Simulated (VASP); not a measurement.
Runs of VASP 6.6.1 on TaN. The structure is that of space group I4/mmm (No. 139), or close to it. The cells are those of the table. 

```csv
cell,gap on the mesh (eV),pressure (GPa)
"a = 2.980, b = 3.094 Å, angles 58.7, 62.5, 58.7°, 2 atoms",none,41.3
"a = 3.334, b = 3.094 Å, angles 62.4, 55.3, 62.4°, 2 atoms",none,(a)
"a = 3.273, b = 3.094 Å, angles 61.8, 56.4, 61.8°, 2 atoms",none,-22.1
"a = 2.871, b = 3.094 Å, angles 57.4, 65.2, 57.4°, 2 atoms",none,(b)
"a = 3.303, b = 3.094 Å, angles 62.1, 55.9, 62.1°, 2 atoms",none,-23.8
```

Alike in all rows: task single point; level PBEsol; potentials or basis VASP PAW PBE potentials, release 64 (Ta_pv, N); no spin polarisation; k mesh 24 × 24 × 24; cutoff (eV) 520; smearing gaussian 0.15 eV.

Q: Fill in the values left out.

A: (a) -25.3; (b) 122.9.

Caveats: the PAW data sets were made with another functional, which shifts forces and pressure a little; spin-orbit coupling is left out, which moves the levels of the heavy elements; the cell stands under tension (at least some runs); the cell stands under pressure (at least some runs).

A k mesh can miss the band edges, and the runs leave out spin-orbit coupling on Ta.

A gap of «none» marks levels without a gap at the run's occupations.
